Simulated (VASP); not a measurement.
# HfSn2Te6 (P-3m1) in VASP: single point with PBE

Aim: the single point of HfSn2Te6 with PBE.

All numbers are computed with VASP 6.6.1; they aren't measurements. Logs are shortened: lines on timing, memory, paths and dates and some standing lists are left out, and cuts for length are marked.

## 1. The cell of the first run

The structure is trigonal, space group P-3m1 (No. 164). The conventional cell has a = 4.091 Å, b = 4.091 Å, c = 21.407 Å, α = 90.00°, β = 90.00°, γ = 120.00°. Within 3.8 Å of Hf (site symmetry -3m) lie 6 Te at 2.92 Å. Within 3.9 Å of Sn (site symmetry 3m) lie 6 Te at 2.97 Å. Within 3.9 Å of Te (site symmetry 3m) lie 3 Sn at 2.97 Å. Te (site symmetry 3m) has 3 Hf at 2.92 Å within 3.8 Å. Te (site symmetry 3m) has 3 Sn at 2.97 Å within 3.9 Å.

## 2. Single point, PBE

File INCAR:

```
SYSTEM = HfSn2Te6
ALGO = Normal
EDIFF = 1E-6
ENCUT = 520
GGA = PE
ISIF = 2
ISMEAR = 0
LASPH = .True.
LCHARG = .False.
LREAL = .False.
LWAVE = .False.
NBANDS = 47
NELM = 80
PREC = Accurate
SIGMA = 0.1
```

File KPOINTS:

```
k-points
0
Gamma
  12 12 2
  0 0 0
```

File POSCAR:

```
HfSn2Te6
1.0
    4.0910172516      0.0000000000      0.0000000000
   -2.0455086258      3.5429248672      0.0000000000
    0.0000000000      0.0000000000     21.4068218974
Hf Sn Te
1 2 6
Direct
    0.0000000000      0.0000000000      0.0000000000
    0.0000000000      0.0000000000      0.6626398502
    0.0000000000      0.0000000000      0.3373601498
    0.3333333333      0.6666666667      0.7467168057
    0.3333333333      0.6666666667      0.0804006999
    0.3333333333      0.6666666667      0.4217868961
    0.6666666667      0.3333333333      0.9195993001
    0.6666666667      0.3333333333      0.2532831943
    0.6666666667      0.3333333333      0.5782131039
```

Potentials or basis: VASP PAW PBE potentials, release 64 (Hf_pv, Sn_d, Te).

Command:

```console
> cat potpaw_PBE.64/Hf_pv/POTCAR potpaw_PBE.64/Sn_d/POTCAR potpaw_PBE.64/Te/POTCAR > POTCAR
> mpirun -np 1 vasp_std > vasp.out
```

OUTCAR:

```text
SYSTEM = HfSn2Te6
   EDIFF = 1E-6
   ENCUT = 520
   GGA = PE
   ISIF = 2
   ISMEAR = 0
   LASPH = .True.
   LREAL = .False.
   NELM = 80
   PREC = Accurate

 ion  position               nearest neighbor table
   1  0.000  0.000  0.000-   5 2.92   7 2.92   5 2.92   7 2.92   7 2.92   5 2.92
   2  0.000  0.000  0.663-   4 2.97   4 2.97   4 2.97   9 2.97   9 2.97   9 2.97
   3  0.000  0.000  0.337-   8 2.97   8 2.97   8 2.97   6 2.97   6 2.97   6 2.97
   4  0.333  0.667  0.747-   2 2.97   2 2.97   2 2.97
   5  0.333  0.667  0.080-   1 2.92   1 2.92   1 2.92
   6  0.333  0.667  0.422-   3 2.97   3 2.97   3 2.97
   7  0.667  0.333  0.920-   1 2.92   1 2.92   1 2.92
   8  0.667  0.333  0.253-   3 2.97   3 2.97   3 2.97
   9  0.667  0.333  0.578-   2 2.97   2 2.97   2 2.97

  LATTYP: Found a hexagonal cell.
 ALAT       =     4.0910172516
 C/A-ratio  =     5.2326403388

  Lattice vectors:

 A1 = (   4.0910172516,   0.0000000000,   0.0000000000)
 A2 = (  -2.0455086258,   3.5429248672,   0.0000000000)
 A3 = (   0.0000000000,   0.0000000000,  21.4068218974)

Analysis of symmetry for initial positions (statically):
=====================================================================
 Subroutine PRICEL returns:
 Original cell was already a primitive cell.

 Routine SETGRP: Setting up the symmetry group for a
 hexagonal supercell.

 Subroutine GETGRP returns: Found 12 space group operations
 (whereof 12 operations were pure point group operations)
 out of a pool of 24 trial point group operations.

The static configuration has the point symmetry D_3d.

Analysis of symmetry for dynamics (positions and initial velocities):
=====================================================================
 Subroutine PRICEL returns:
 Original cell was already a primitive cell.

 Routine SETGRP: Setting up the symmetry group for a
 hexagonal supercell.

 Subroutine GETGRP returns: Found 12 space group operations
 (whereof 12 operations were pure point group operations)
 out of a pool of 24 trial point group operations.

The dynamic configuration has the point symmetry D_3d.

 Subroutine INISYM returns: Found 12 space group operations
 (whereof 12 operations are pure point group operations),
 and found     1 'primitive' translations

----------------------------------------------------------------------------------------

                                     Primitive cell

  volume of cell :     310.2740

  direct lattice vectors                    reciprocal lattice vectors
     4.091017252  0.000000000  0.000000000     0.244437982  0.141126335  0.000000000
    -2.045508626  3.542924867  0.000000000     0.000000000  0.282252669  0.000000000
     0.000000000  0.000000000 21.406821897     0.000000000  0.000000000  0.046714080

  length of vectors
     4.091017252  4.091017252 21.406821897     0.282252669  0.282252669  0.046714080

  position of ions in fractional coordinates (direct lattice)
     0.000000000  0.000000000  0.000000000
     0.000000000  0.000000000  0.662639850
     0.000000000  0.000000000  0.337360150
     0.333333333  0.666666667  0.746716806
     0.333333333  0.666666667  0.080400700
     0.333333333  0.666666667  0.421786896
     0.666666667  0.333333333  0.919599300
     0.666666667  0.333333333  0.253283194
     0.666666667  0.333333333  0.578213104

  ion indices of the primitive-cell ions
   primitive index   ion index
                 1           1
                 2           2
                 3           3
                 4           4
                 5           5
                 6           6
                 7           7
                 8           8
                 9           9

----------------------------------------------------------------------------------------

 KPOINTS: k-points

Automatic generation of k-mesh.
 Grid dimensions read from file:
 generate k-points for:   12   12    2

 Generating k-lattice:

  Cartesian coordinates                     Fractional coordinates (reciprocal lattice)
     0.020369832  0.011760528  0.000000000     0.083333333  0.000000000  0.000000000
     0.000000000  0.023521056  0.000000000     0.000000000  0.083333333  0.000000000
     0.000000000  0.000000000  0.023357040     0.000000000  0.000000000  0.500000000

  Length of vectors
     0.023521056  0.023521056  0.023357040

  Shift w.r.t. Gamma in fractional coordinates (k-lattice)
     0.000000000  0.000000000  0.000000000

 Subroutine IBZKPT returns following result:
 ===========================================

 Found     38 irreducible k-points:

 Following reciprocal coordinates:
            Coordinates               Weight
  0.000000  0.000000  0.000000      1.000000
  0.083333  0.000000  0.000000      6.000000
  0.166667 -0.000000  0.000000      6.000000
  0.250000  0.000000  0.000000      6.000000
  0.333333  0.000000  0.000000      6.000000
  0.416667  0.000000  0.000000      6.000000
[... 16 lines left out ...]
  0.250000  0.000000  0.500000      6.000000
  0.333333  0.000000  0.500000      6.000000
 [... further k-points ...]
   k-points           NKPTS =     38   k-points in BZ     NKDIM =     38   number of bands    NBANDS=     47
   number of dos      NEDOS =    301   number of ions     NIONS =      9
   total plane-waves  NPLWV = 144000
   dimension x,y,z NGX =    30 NGY =   30 NGZ =  160
   dimension x,y,z NGXF=    60 NGYF=   60 NGZF=  320
   ions per type =               1   2   6
   NGX,Y,Z   is equivalent  to a cutoff of  12.19, 12.19, 12.43 a.u.
   NGXF,Y,Z  is equivalent  to a cutoff of  24.38, 24.38, 24.85 a.u.
 SYSTEM =  HfSn2Te6
   PREC   = accura    normal or accurate (medium, high low for compatibility)
   ISTART =      0    job   : 0-new  1-cont  2-samecut
   ICHARG =      2    charge: 1-file 2-atom 10-const
   ISPIN  =      1    spin polarized calculation?
   LNONCOLLINEAR =      F non collinear calculations
   LSORBIT =      F    spin-orbit coupling
   LASPH  =      T    aspherical Exc in radial PAW
   ENCUT  =  520.0 eV  38.22 Ry    6.18 a.u.   7.61  7.61 39.80*2*pi/ulx,y,z
   NELM   =     80;   NELMIN=  2; NELMDL= -5     # of ELM steps
   EDIFF  = 0.1E-05   stopping-criterion for ELM
   LREAL  =      F    real-space projection
   EDIFFG = 0.1E-04   stopping-criterion for IOM
   NSW    =      0    number of steps for IOM
   IBRION =     -1    ionic relax: 0-MD 1-quasi-New 2-CG
   NFREE  =      0    steps in history (QN), initial steepest desc. (CG)
   ISIF   =      2    stress and relaxation
   ISYM   =      2    0-nonsym 1-usesym 2-fastsym
   POTIM  = 0.5000    time-step for ionic-motion
   TEBEG  =    0.0;   TEEND  =   0.0 temperature during run
   PSTRESS=    0.0 pullay stress
   NELECT =      74.0000    total number of electrons
   NUPDOWN=      -1.0000    fix difference up-down
   EMIN   =  10.00;   EMAX   =-10.00  energy-range for DOS
   EFERMI =   0.00;   METHOD = LEGACY
   ISMEAR =     0;   SIGMA  =   0.10  broadening in eV -4-tet -1-fermi 0-gaus
   EFERMI_NEDOS =   21; number of points for ismear=-14 and -15
   IALGO  =     38    algorithm
   IMIX   =      4    mixing-type and parameters
     AMIX     =   0.40;   BMIX     =  1.00
     AMIX_MAG =   1.60;   BMIX_MAG =  1.00
  volume/ion in A,a.u.               =      34.47       232.65
  Fermi-wavevector in a.u.,A,eV,Ry     =   1.015244  1.918532 14.023791  1.030720
  Thomas-Fermi vector in A             =   2.148518
   LORBIT       =      0    0 simple, 1 ext, 2 COOP (PROOUT), +10 PAW based schemes
   GGA     = PE    functional components
   LHFCALC =     F    Hartree Fock is set to
   AEXX    =    0.0000 exact exchange contribution
   IVDW    =     0    specifies the selected vdW correction
   LEPSILON=     F    determine dielectric tensor
   LRPA    =     F    only Hartree local field effects (RPA)
 non-spin polarized calculation
 Gauss-broadening in eV      SIGMA  =   0.10
  energy-cutoff  :      520.00
  volume of cell :      310.27
 maximum number of plane-waves:      8401
   NGX = 15   NGY = 15   NGZ = 79

 number of electron      74.0000007 magnetization

 Free energy of the ion-electron system (eV)
  ---------------------------------------------------
  ext. energy  EPLUGINS =         0.00000000
  ---------------------------------------------------
  free energy    TOTEN  =       -39.41650536 eV

  energy without entropy =      -39.40003328  energy(sigma->0) =      -39.40826932

 E-fermi :   4.7700     XC(G=0):  -8.8906

 val. band max:        4.7637310419   @ k =   0.5000   0.0000   0.0000
 cond. band min:       4.7830303793   @ k =   0.4167   0.0833   0.0000
 fundamental gap:      0.0192993374
 Fermi energy:         4.7700224862

 k-point     1 :       0.0000    0.0000    0.0000
  band No.  band energies     occupation
      1     -26.9644      2.00000
      2     -26.9644      2.00000
      3     -26.9643      2.00000
      4     -16.7447      2.00000
      5     -16.7447      2.00000
      6     -16.7447      2.00000
[... 39 lines left out ...]
     46       7.9597      0.00000
     47       8.0918      0.00000

 k-point     2 :       0.0833    0.0000    0.0000
  band No.  band energies     occupation
      1     -26.9675      2.00000
      2     -26.9651      2.00000
      3     -26.9636      2.00000
      4     -16.7457      2.00000
      5     -16.7457      2.00000
      6     -16.7434      2.00000
[... 39 lines left out ...]
     46       8.1057      0.00000
     47       8.2357      0.00000

 k-point     3 :       0.1667   -0.0000    0.0000
  band No.  band energies     occupation
      1     -26.9760      2.00000
      2     -26.9671      2.00000
      3     -26.9618      2.00000
      4     -16.7486      2.00000
      5     -16.7486      2.00000
      6     -16.7402      2.00000
[... 1039 lines left out ...]
     46       8.5948      0.00000
     47       8.7117      0.00000

 k-point    24 :       0.3333    0.0000    0.5000
  band No.  band energies     occupation
      1     -26.9990      2.00000
      2     -26.9724      2.00000
      3     -26.9568      2.00000
      4     -16.7580      2.00000
      5     -16.7580      2.00000
      6     -16.7334      2.00000
[... 39 lines left out ...]
     46       8.6551      0.00000
     47       8.8360      0.00000

 [... further k-points ...]

------------------------ aborting loop because EDIFF is reached ----------------------------------------

  FORCE on cell =-STRESS in cart. coord.  units (eV):
  Direction    XX          YY          ZZ          XY          YZ          ZX
  --------------------------------------------------------------------------------------
  -------------------------------------------------------------------------------------
  Total       -0.1297323     -0.1297323      0.0139185     -0.0000000      0.0000000      0.0000000
  in kB       -0.6699048     -0.6699048      0.0718716     -0.0000000      0.0000000      0.0000000
  external PRESSURE =      -0.4226460 kB  Pullay stress =       0.0000000 kB

 VOLUME and BASIS-vectors are now :
 -----------------------------------------------------------------------------
  energy-cutoff  :      520.00
  volume of cell :      310.27
      direct lattice vectors                 reciprocal lattice vectors
     4.091017252  0.000000000  0.000000000     0.244437982  0.141126335  0.000000000
    -2.045508626  3.542924867  0.000000000     0.000000000  0.282252669  0.000000000
     0.000000000  0.000000000 21.406821897     0.000000000  0.000000000  0.046714080

 POSITION                                       TOTAL-FORCE (eV/Angst)
 -----------------------------------------------------------------------------------
      0.00000      0.00000      0.00000        -0.000000      0.000000      0.000000
      0.00000      0.00000     14.18501        -0.000000     -0.000000     -0.000140
      0.00000      0.00000      7.22181        -0.000000      0.000000      0.000140
     -0.00000      2.36195     15.98483        -0.000000     -0.000000      0.013200
     -0.00000      2.36195      1.72112        -0.000000      0.000000     -0.028497
     -0.00000      2.36195      9.02912        -0.000000     -0.000000      0.013936
      2.04551      1.18097     19.68570         0.000000     -0.000000      0.028497
      2.04551      1.18097      5.42199         0.000000      0.000000     -0.013200
      2.04551      1.18097     12.37770         0.000000      0.000000     -0.013936
 -----------------------------------------------------------------------------------
    total drift:                                0.000000      0.000000     -0.000000

  FREE ENERGIE OF THE ION-ELECTRON SYSTEM (eV)
  ---------------------------------------------------
  free  energy   TOTEN  =       -39.4165053565 eV

  energy  without entropy=      -39.4000332751  energy(sigma->0) =      -39.40826932
```

It took 15 min on 1 thread of Intel Xeon 6975P-C (Granite Rapids), shared host; peak memory 0.71 GiB.

What came out:

| Item | Value |
| --- | --- |
| Free energy | -39.4165 eV |
| Pressure | 0.0 GPa |
| Largest force | 0.028 eV/Å |
| Band gap on the k mesh | zero (bands 37 and 38 overlap by 0.53 eV) |

Forces in eV/Å, atoms in the order of the input:
```
Hf   0.000  0.000  0.000
Sn   0.000  0.000  0.000
Sn   0.000  0.000  0.000
Te   0.000  0.000  0.013
Te   0.000  0.000 -0.028
Te   0.000  0.000  0.014
Te   0.000  0.000  0.028
Te   0.000  0.000 -0.013
Te   0.000  0.000 -0.014
```

Levels at points of the mesh, in eV from the Fermi level:
```csv
k point,band 35,band 36,band 37,band 38,band 39,band 40
"(0.00, 0.00, 0.00)",0.02,0.16,0.16,0.61,0.88,0.88
"(0.50, 0.00, 0.00)",-0.99,-0.58,-0.37,-0.37,-0.01,0.30
"(0.00, 0.00, 0.50)",0.02,0.16,0.16,0.88,0.88,0.90
"(0.50, 0.00, 0.50)",-1.05,-0.59,-0.44,-0.37,0.14,0.23
```

Caveat: spin-orbit coupling is left out, which moves the levels of the heavy elements; this functional lacks dispersion, which binds layers or chains, so the pressure and a relaxed spacing across them are unreliable.
